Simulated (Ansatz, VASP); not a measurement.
## W: VASP beside Ansatz

```
W
1.0
    -1.59179    1.59179    1.59179
     1.59179   -1.59179    1.59179
     1.59179    1.59179   -1.59179
W
1
Direct
  0.00000 0.00000 0.00000
```

Alike in both runs: functional PBE; k mesh 18 × 18 × 18; occupations gaussian, width 0.1 eV; no spin polarisation.

Ansatz relaxed the structure, and its values are those at the end. VASP's run is a single point on that final structure, the one shown.

|  | VASP | Ansatz |
| --- | --- | --- |
| version | VASP 6.6.1 | Ansatz 0.2.0 |
| potentials or method | VASP PAW PBE potentials, release 64 (W_sv), cutoff 500 eV | scalar-relativistic, plane waves, PAW |
| valence electrons in the cell | 14 | 14 |

|  | VASP | Ansatz | Ansatz less VASP |
| --- | --- | --- | --- |
| gap on the k mesh at the Fermi level (eV) | none | none | - |
| pressure (GPa) | 0.5 | 0.0 | -0.47 |

A gap of «none» marks a metal or a gap that the smearing closes.

Spin-orbit coupling is off throughout.
